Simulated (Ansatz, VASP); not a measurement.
Two plane-wave programs on TePb

```
Te Pb
1.0
     0.00000    3.22275    3.22275
     3.22275    0.00000    3.22275
     3.22275    3.22275    0.00000
Te Pb
1 1
Direct
  0.00000 0.00000 0.00000
  0.50000 0.50000 0.50000
```

Alike in both runs: task single point; functional PBEsol; k mesh 6 × 6 × 6; occupations gaussian, width 0.02 eV; no spin polarisation.

|  | VASP | Ansatz |
| --- | --- | --- |
| version | VASP 6.6.1 | Ansatz 0.2.0 |
| potentials or method | VASP PAW PBE potentials, release 64 (Te, Pb_d), cutoff 520 eV | scalar-relativistic, plane waves, PAW |
| valence electrons in the cell | 20 | 30 |

```tsv
	VASP	Ansatz	Ansatz less VASP
gap on the k mesh at the Fermi level (eV)	0.65	0.65	-0.004
least direct gap on the mesh (eV)	0.65	0.65	-0.004
pressure (GPa)	-0.1	0.0	+0.03
```

VASP's potentials were made for PBE, not for PBEsol. With one functional, cell and mesh, what is left measures potentials, basis and numerics. VASP's potentials hold 20 valence electrons a cell and Ansatz's 30, so a difference there can come from the potentials and not from the codes.

Neither program's run includes spin-orbit coupling.
